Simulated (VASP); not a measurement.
A run of VASP 6.6.1:

The input INCAR:

```
SYSTEM = Na
ALGO = Normal ; EDIFF = 1E-6
ENCUT = 520 ; GGA = PS
ISIF = 2 ; ISMEAR = -1
LASPH = .TRUE. ; LCHARG = .TRUE.
LELF = .TRUE. ; LREAL = .FALSE.
LVHAR = .TRUE. ; LWAVE = .FALSE.
NBANDS = 22 ; NELM = 80
PREC = Accurate ; SIGMA = 0.05
```

KPOINTS

```
k-points
0
G
  8 8 3
  0 0 0
```

The input POSCAR:

```
Na
1.0
    3.6755475868      0.0000000000      0.0000000000
   -1.8377737934      3.1831175830      0.0000000000
    0.0000000000      0.0000000000     12.4531759071
Na
4
Direct
    0.6666666667      0.3333333333      0.7500000000
    0.0000000000      0.0000000000      0.5000000000
    0.3333333333      0.6666666667      0.2500000000
    0.0000000000      0.0000000000      0.0000000000
```

Potentials or basis: VASP PAW PBE potentials, release 64 (Na_pv).

Launch:

```bash
$ cat potpaw_PBE.64/Na_pv/POTCAR > POTCAR
$ mpirun -np 1 vasp_std > vasp.out
```

Hardware: 1 thread of AMD EPYC 7R13, on a shared host.

Question: Estimate the wall time of this run.

Answer: It took 74 s on 1 thread of AMD EPYC 7R13, on a shared host, peak memory 0.23 GiB. Counts: scf iterations 10, k points 20.
